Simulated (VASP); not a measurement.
Set up this calculation in VASP 6.6.1, as the native input.

```
Task                   : single point
Functional             : PBE
Potentials or basis    : VASP PAW PBE potentials, release 64 (Ti_sv)
Cutoff                 : 520 eV
k mesh                 : 17 × 17 × 17
Occupations            : fermi-dirac, width 0.1 eV
Spin                   : no spin polarisation
Dipole correction      : no
Further INCAR settings : ALGO = Normal; EDIFF = 1e-06; NBANDS = 12
```

The structure of Ti lies in POSCAR:

```
Ti
1.0
   -1.5638761891      1.5638761891      1.5638761891
    1.5638761891     -1.5638761891      1.5638761891
    1.5638761891      1.5638761891     -1.5638761891
Ti
1
Direct
    0.0000000000      0.0000000000      0.0000000000
```

The input as run:

INCAR

```
ALGO     = Normal         # electronic algorithm
EDIFF    = 1E-6           # SCF threshold, eV
ENCUT    = 520            # plane-wave cutoff, eV
GGA      = PE             # functional
ISIF     = 2              # what is computed and relaxed
ISMEAR   = -1             # smearing method
LASPH    = True           # aspherical terms in the spheres
LCHARG   = False          # write CHGCAR
LREAL    = False          # projectors in reciprocal space
LWAVE    = False          # write WAVECAR
NBANDS   = 12             # bands
NELM     = 80             # most SCF steps
PREC     = Accurate       # precision mode
SIGMA    = 0.1            # smearing width, eV
```

KPOINTS

```
k-points
0
Gamma
  17 17 17
```

Potentials or basis: VASP PAW PBE potentials, release 64 (Ti_sv).

Command:

```bash
$ cat potpaw_PBE.64/Ti_sv/POTCAR > POTCAR
$ mpirun -np 1 vasp_std > vasp.out
```

Results of the run:

```
Pressure               : 15.6 GPa
Band gap on the k mesh : zero (band 6 reaches 10.57 eV, above the bottom of band 7 at 8.77 eV)
```

Run time: 11 s on 1 thread of Intel(R) Xeon(R) 6975P-C (Granite Rapids), with other jobs on the host, peak memory 0.14 GiB.
